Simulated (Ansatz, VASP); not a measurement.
One calculation of Te2Mo, two programs

File INCAR:

```
SYSTEM = Te2Mo
PREC = Accurate ; ENCUT = 520
EDIFF = 1E-6 ; ISMEAR = -1
SIGMA = 0.1 ; LREAL = .FALSE.
LASPH = .TRUE. ; NELM = 100
ALGO = Normal ; ISIF = 2
LWAVE = .FALSE. ; LCHARG = .FALSE.
GGA = PS ; NBANDS = 35
```

KPOINTS

```
regular mesh
0
G
  6 6 2
  0 0 0
```

POSCAR

```
Te2Mo
1.0
    3.5182000000      0.0000000000      0.0000000000
   -1.7591000000      3.0468505756      0.0000000000
    0.0000000000      0.0000000000     13.9736000000
Te Mo
4 2
Direct
    0.3333330000      0.6666670000      0.6210000000
    0.6666670000      0.3333330000      0.1210000000
    0.3333330000      0.6666670000      0.8790000000
    0.6666670000      0.3333330000      0.3790000000
    0.3333330000      0.6666670000      0.2500000000
    0.6666670000      0.3333330000      0.7500000000
```

Input for Ansatz:

```yaml
crystal:
  lattice:
    - [3.5182, 0.0, 0.0]
    - [-1.7590999999999992, 3.0468505755944126, 0.0]
    - [0.0, 0.0, 13.9736]
  atoms:
    - { symbol: Te, position: [0.33333300000000016, 0.6666670000000001, 0.621] }
    - { symbol: Te, position: [0.666667, 0.333333, 0.121] }
    - { symbol: Te, position: [0.33333300000000016, 0.6666670000000001, 0.879] }
    - { symbol: Te, position: [0.666667, 0.333333, 0.379] }
    - { symbol: Mo, position: [0.33333300000000016, 0.6666670000000001, 0.25] }
    - { symbol: Mo, position: [0.666667, 0.333333, 0.7500000000000001] }
basis:
  ecutwfc: 450.0
kpoints:
  mp_grid:
    grid: [6, 6, 2]
hamiltonian:
  xc: pbesol
scf:
  occupations:
    method: fermi_dirac
    width: 0.1
output:
  forces: true
  stress: true
```

Alike in both runs: task single point; functional PBEsol; k mesh 6 × 6 × 2; occupations fermi-dirac, width 0.1 eV; no spin polarisation.

```csv
,VASP,Ansatz
version,VASP 6.6.1,Ansatz 0.2.0
potentials or method,"VASP PAW PBE potentials, release 64 (Te, Mo_sv), cutoff 520 eV","plane waves, PAW"
valence electrons in the cell,52,92
```

```tsv
	VASP	Ansatz	Ansatz less VASP
pressure (GPa)	-1.0	-1.1	-0.12
traceless stress, the component that is largest in VASP (GPa)	0.46	0.39	-0.072
rms of the force components (eV/Å)	0.026	0.040	+0.0139
```

VASP's potentials were made for PBE, not for PBEsol. Atom by atom the forces differ by 0.014 eV/Å (rms over components). VASP's potentials hold 52 valence electrons a cell and Ansatz's 92, so a difference there can come from the potentials and not from the codes. Ansatz's warnings: structure snapped to symmetry.

Neither program's run includes spin-orbit coupling.
